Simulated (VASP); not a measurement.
A run of VASP 6.6.1 is set up as follows.

INCAR

```
SYSTEM = Li2Ca2Pb
ALGO = Normal ; EDIFF = 1E-6
ENCUT = 520 ; GGA = PE
ISIF = 2 ; ISMEAR = 0
LASPH = .TRUE. ; LCHARG = .TRUE.
LELF = .TRUE. ; LREAL = .FALSE.
LVHAR = .TRUE. ; LWAVE = .FALSE.
NBANDS = 28 ; NELM = 80
PREC = Accurate ; SIGMA = 0.1
```

Contents of KPOINTS:

```
k-points
0
G
  4 4 4
  0 0 0
```

The input POSCAR:

```
Li2Ca2Pb
1.0
    4.3465972900      0.0000000000      0.0000000000
    0.0000000000      4.3465972900      0.0000000000
    0.0000000000      0.0000000000      5.8960312400
Li Ca Pb
2 2 1
Direct
    0.0000000000      0.5000000000      0.5000000000
    0.5000000000      0.0000000000      0.5000000000
    0.5000000000      0.5000000000      0.2399999900
    0.5000000000      0.5000000000      0.7600000100
    0.0000000000      0.0000000000      0.0000000000
```

Potentials or basis: VASP PAW PBE potentials, release 64 (Li_sv, Ca_sv, Pb_d).

The run is started by

```sh
$ cat potpaw_PBE.64/Li_sv/POTCAR potpaw_PBE.64/Ca_sv/POTCAR potpaw_PBE.64/Pb_d/POTCAR > POTCAR
$ mpirun -np 1 vasp_std > vasp.out
```

(1) Predict the band gap on the k mesh.

(2) What does it give for the largest force?

## Answers

(1) zero (bands 20 and 21 overlap by 1.11 eV).

(2) 2.862 eV/Å.

Caveat: the k points lie up to 0.36 Å⁻¹ apart, too coarse for converged energies and pressures of a metal; spin-orbit coupling is left out, which moves the levels of the heavy elements; forces of over 1 eV/Å act on the atoms, so gaps and moduli don't describe the material at rest.
